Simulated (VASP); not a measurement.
# BN (F-43m) in VASP: notebook, part 2 of 2

VASP 6.6.1. The steps go on from the part before.

## Step 3: Single point, r2SCAN

POSCAR reads:

```
BN
1.0
    0.0000000000      1.8048254497      1.8048254497
    1.8048254497      0.0000000000      1.8048254497
    1.8048254497      1.8048254497      0.0000000000
B N
1 1
Direct
    0.0000000000      0.0000000000      0.0000000000
    0.2500000000      0.2500000000      0.2500000000
```

INCAR.step1 reads:

```
SYSTEM = BN
ALGO = Normal ; EDIFF = 1E-5
ENCUT = 1460 ; GGA = PE
GGA_COMPAT = .FALSE. ; ISMEAR = 0
LASPH = .TRUE. ; LCHARG = .FALSE.
LREAL = .FALSE. ; LWAVE = .TRUE.
NBANDS = 11 ; NELM = 120
PREC = Accurate ; SIGMA = 0.05
```

INCAR.step2 reads:

```
SYSTEM = BN
ALGO = Normal ; EDIFF = 1E-6
ENCUT = 1460 ; GGA_COMPAT = .FALSE.
ISIF = 2 ; ISMEAR = 0
ISTART = 1 ; LASPH = .TRUE.
LCHARG = .TRUE. ; LELF = .TRUE.
LMIXTAU = .TRUE. ; LREAL = .FALSE.
LVHAR = .TRUE. ; LWAVE = .FALSE.
METAGGA = R2SCAN ; NBANDS = 11
NELM = 120 ; PREC = Accurate
SIGMA = 0.05
```

KPOINTS reads:

```
k-points
0
G
  8 8 8
  0 0 0
```

Potentials or basis: VASP PAW PBE potentials, release 64 (B_h, N_h).

Run with:

```bash
$ cat potpaw_PBE.64/B_h/POTCAR potpaw_PBE.64/N_h/POTCAR > POTCAR
$ cp INCAR.step1 INCAR
$ mpirun -np 1 vasp_std > vasp.out
$ cp INCAR.step2 INCAR
$ mpirun -np 1 vasp_std > vasp.out
```

OUTCAR:

```text
SYSTEM = BN
   EDIFF = 1E-6
   ENCUT = 1460
   ISIF = 2
   ISMEAR = 0
   ISTART = 1
   LASPH = .TRUE.
   LREAL = .FALSE.
   METAGGA = R2SCAN
   NELM = 120
   PREC = Accurate

 ion  position               nearest neighbor table
   1  0.000  0.000  0.000-
   2  0.250  0.250  0.250-

  LATTYP: Found a face centered cubic cell.
 ALAT       =     3.6096508994

  Lattice vectors:

 A1 = (   0.0000000000,   1.8048254497,   1.8048254497)
 A2 = (   1.8048254497,   0.0000000000,   1.8048254497)
 A3 = (   1.8048254497,   1.8048254497,   0.0000000000)

Analysis of symmetry for initial positions (statically):
=====================================================================
 Subroutine PRICEL returns:
 Original cell was already a primitive cell.

 Routine SETGRP: Setting up the symmetry group for a
 face centered cubic supercell.

 Subroutine GETGRP returns: Found 24 space group operations
 (whereof 24 operations were pure point group operations)
 out of a pool of 48 trial point group operations.

The static configuration has the point symmetry T_d .

Analysis of symmetry for dynamics (positions and initial velocities):
=====================================================================
 Subroutine PRICEL returns:
 Original cell was already a primitive cell.

 Routine SETGRP: Setting up the symmetry group for a
 face centered cubic supercell.

 Subroutine GETGRP returns: Found 24 space group operations
 (whereof 24 operations were pure point group operations)
 out of a pool of 48 trial point group operations.

The dynamic configuration has the point symmetry T_d .

 Subroutine INISYM returns: Found 24 space group operations
 (whereof 24 operations are pure point group operations),
 and found     1 'primitive' translations

----------------------------------------------------------------------------------------

                                     Primitive cell
[... 116 lines left out ...]
   METAGGA = R2SCAN    functional components
   LHFCALC =     F    Hartree Fock is set to
   AEXX    =    0.0000 exact exchange contribution
   IVDW    =     0    specifies the selected vdW correction
   LEPSILON=     F    determine dielectric tensor
   LRPA    =     F    only Hartree local field effects (RPA)
 non-spin polarized calculation
 Gauss-broadening in eV      SIGMA  =   0.05
  energy-cutoff  :     1460.00
  volume of cell :       11.76
 maximum number of plane-waves:      1524
   NGX = 15   NGY = 15   NGZ = 15

 number of electron       8.0000000 magnetization

 Free energy of the ion-electron system (eV)
  ---------------------------------------------------
  ext. energy  EPLUGINS =         0.00000000
  ---------------------------------------------------
  free energy    TOTEN  =       -19.20374119 eV

  energy without entropy =      -19.20374119  energy(sigma->0) =      -19.20374119

 E-fermi :   9.2046     XC(G=0): -13.7799

 val. band max:        8.9855215578   @ k =   0.0000   0.0000   0.0000
 cond. band min:      13.9833842641   @ k =   0.5000   0.5000   0.0000
 fundamental gap:      4.9978627063
 Fermi energy:         9.2045962501

 k-point     1 :       0.0000    0.0000    0.0000
  band No.  band energies     occupation
      1     -12.3488      2.00000
      2       8.9855      2.00000
      3       8.9855      2.00000
      4       8.9855      2.00000
      5      18.5570      0.00000
      6      18.5570      0.00000
      7      18.5570      0.00000
      8      20.1252      0.00000
      9      35.2146      0.00000
     10      37.7429      0.00000
     11      37.7429      0.00000
[... 309 lines left out ...]
 k-point    24 :      -0.3750    0.2500    0.1250
  band No.  band energies     occupation
      1      -7.3085      2.00000
      2      -1.0968      2.00000
      3       3.9361      2.00000
      4       5.4042      2.00000
      5      19.3341      0.00000
      6      20.9836      0.00000
      7      24.3992      0.00000
      8      25.9512      0.00000
      9      29.6840      0.00000
     10      36.3584      0.00000
     11      38.0294      0.00000

 [... further k-points ...]

------------------------ aborting loop because EDIFF is reached ----------------------------------------

  FORCE on cell =-STRESS in cart. coord.  units (eV):
  Direction    XX          YY          ZZ          XY          YZ          ZX
  --------------------------------------------------------------------------------------
  -------------------------------------------------------------------------------------
  Total       -0.0318963     -0.0318963     -0.0318963      0.0000000     -0.0000000      0.0000000
  in kB       -4.3462624     -4.3462624     -4.3462624      0.0000000     -0.0000000      0.0000000
  external PRESSURE =      -4.3462624 kB  Pullay stress =       0.0000000 kB

 VOLUME and BASIS-vectors are now :
 -----------------------------------------------------------------------------
  energy-cutoff  :     1460.00
  volume of cell :       11.76
      direct lattice vectors                 reciprocal lattice vectors
     0.000000000  1.804825450  1.804825450    -0.277035101  0.277035101  0.277035101
     1.804825450  0.000000000  1.804825450     0.277035101 -0.277035101  0.277035101
     1.804825450  1.804825450  0.000000000     0.277035101  0.277035101 -0.277035101

 POSITION                                       TOTAL-FORCE (eV/Angst)
 -----------------------------------------------------------------------------------
      0.00000      0.00000      0.00000        -0.000000     -0.000000     -0.000000
      0.90241      0.90241      0.90241         0.000000      0.000000      0.000000
 -----------------------------------------------------------------------------------
    total drift:                               -0.000000     -0.000000     -0.000000

  FREE ENERGIE OF THE ION-ELECTRON SYSTEM (eV)
  ---------------------------------------------------
  free  energy   TOTEN  =       -19.2037411865 eV

  energy  without entropy=      -19.2037411865  energy(sigma->0) =      -19.20374119
```

OUTCAR.step1:

```text
SYSTEM = BN
   EDIFF = 1E-5
   ENCUT = 1460
   GGA = PE
   ISMEAR = 0
   LASPH = .TRUE.
   LREAL = .FALSE.
[... 556 lines left out ...]
      0.00000      0.00000      0.00000        -0.000000     -0.000000     -0.000000
      0.90241      0.90241      0.90241         0.000000      0.000000      0.000000
 -----------------------------------------------------------------------------------
    total drift:                               -0.000000     -0.000000     -0.000000

  FREE ENERGIE OF THE ION-ELECTRON SYSTEM (eV)
  ---------------------------------------------------
  free  energy   TOTEN  =       -17.4692033974 eV

  energy  without entropy=      -17.4692033974  energy(sigma->0) =      -17.46920340
```

Wall time 42 s (1 thread of Intel Xeon Platinum 8259CL at 2.50GHz (Skylake/Cascade Lake), shared host); peak memory 0.18 GiB.

Results:

| Property | Result |
| --- | --- |
| Free energy | -19.2037 eV |
| Pressure | -0.4 GPa |
| Band gap on the k mesh | 5.00 eV (least direct gap 9.57 eV) |

Levels at points of the mesh, in eV from the valence-band top:
```tsv
k point	band 1	band 2	band 3	band 4	band 5	band 6	band 7	band 8	band 9
(0.00, 0.00, 0.00)	-21.33	0.00	0.00	0.00	9.57	9.57	9.57	11.14	26.23
(0.50, 0.00, 0.00)	-17.02	-11.11	-2.02	-2.02	10.85	11.51	11.51	16.46	24.96
(0.50, 0.50, 0.00)	-15.59	-9.34	-5.11	-5.11	5.00	9.84	19.36	19.36	22.28
```

Caveat: the PAW data sets were made with another functional, which shifts forces and pressure a little.

## Step 4: Single point, r2SCAN

POSCAR is that of step 3.

INCAR.step1 reads:

```
ALGO = Normal
EDIFF = 1E-5
ENCUT = 1460
GGA = PE
GGA_COMPAT = F
ISMEAR = 0
LASPH = T
LCHARG = F
LREAL = F
LWAVE = T
NBANDS = 11
NELM = 120
PREC = Accurate
SIGMA = 0.01
```

INCAR.step2 reads:

```
ALGO = Normal
EDIFF = 1E-6
ENCUT = 1460
GGA_COMPAT = F
ISIF = 2
ISMEAR = 0
ISTART = 1
LASPH = T
LCHARG = F
LMIXTAU = T
LREAL = F
LWAVE = F
METAGGA = R2SCAN
NBANDS = 11
NELM = 120
PREC = Accurate
SIGMA = 0.01
```

KPOINTS reads:

```
k-points
0
Gamma
  8 8 8
```

Run with:

```bash
$ cat potpaw_PBE.64/B_h/POTCAR potpaw_PBE.64/N_h/POTCAR > POTCAR
$ cp INCAR.step1 INCAR
$ mpirun -np 1 vasp_std > vasp.out
$ cp INCAR.step2 INCAR
$ mpirun -np 1 vasp_std > vasp.out
```

Wall time 19 s (1 thread of Intel Xeon 6975P-C (Granite Rapids), shared host); peak memory 0.18 GiB.

The run converged. Its results:

* Free energy: -19.2037 eV
* Pressure: -0.4 GPa
* Band gap on the k mesh: 5.00 eV (least direct gap 9.57 eV)

Levels at points of the mesh, in eV from the valence-band top:
```
           k point  band 2  band 3  band 4  band 5  band 6  band 7
(0.00, 0.00, 0.00)    0.00    0.00    0.00    9.57    9.57    9.57
(0.50, 0.00, 0.00)  -11.11   -2.02   -2.02   10.85   11.51   11.51
(0.50, 0.50, 0.00)   -9.34   -5.11   -5.11    5.00    9.84   19.36
```

Caveat: the PAW data sets were made with another functional, which shifts forces and pressure a little. A k mesh can miss the band edges.

## Step 5: Summary

```tsv
smearing	gap on the mesh (eV)	pressure (GPa)
methfessel-paxton 0.2 eV	5.00	-0.4
gaussian 0.05 eV	5.00	-0.4
gaussian 0.01 eV	5.00	-0.4
```

Alike in all rows: task single point; level r2SCAN; potentials or basis VASP PAW PBE potentials, release 64 (B_h, N_h); no spin polarisation; cell as given; k mesh 8 × 8 × 8; cutoff (eV) 1460.

Caveats: the PAW data sets were made with another functional, which shifts forces and pressure a little.

Total energies depend on the potentials used, so only differences within one code and one set of settings carry meaning.
